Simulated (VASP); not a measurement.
Input of a VASP 6.6.1 run:

The input POSCAR:

```
ZnSe
1.0
    0.0000000000      2.8604703093      2.8604703093
    2.8604703093      0.0000000000      2.8604703093
    2.8604703093      2.8604703093      0.0000000000
Zn Se
1 1
Direct
    0.0000000000      0.0000000000      0.0000000000
    0.2500000000      0.2500000000      0.2500000000
```

File INCAR.step1:

```
SYSTEM = ZnSe
PREC = Accurate
ENCUT = 520
ISMEAR = 0
SIGMA = 0.01
LREAL = .FALSE.
LASPH = .TRUE.
NELM = 60
NBANDS = 16
GGA = PE
ALGO = Normal
EDIFF = 1E-4
LWAVE = .TRUE.
LCHARG = .FALSE.
```

The input INCAR.step2:

```
SYSTEM = ZnSe
PREC = Accurate
ENCUT = 520
EDIFF = 1E-6
ISMEAR = 0
SIGMA = 0.01
LREAL = .FALSE.
LASPH = .TRUE.
NELM = 60
ALGO = Normal
ISIF = 2
LWAVE = .FALSE.
LCHARG = .FALSE.
METAGGA = R2SCAN
LMIXTAU = .TRUE.
NBANDS = 16
ISTART = 1
```

Contents of KPOINTS:

```
regular mesh
0
G
  6 6 6
  0 0 0
```

Potentials or basis: VASP PAW PBE potentials, release 64 (Zn, Se).

Run with:

```console
$ cat potpaw_PBE.64/Zn/POTCAR potpaw_PBE.64/Se/POTCAR > POTCAR
$ cp INCAR.step1 INCAR
$ mpirun -np 1 vasp_std > vasp.out
$ cp INCAR.step2 INCAR
$ mpirun -np 1 vasp_std > vasp.out
```

Task: Predict the band gap on the k mesh.

Result: 1.74 eV, direct.

Task: Estimate the pressure.

Result: -1.7 GPa.

Caveat: the PAW data sets were made with another functional, which shifts forces and pressure a little.
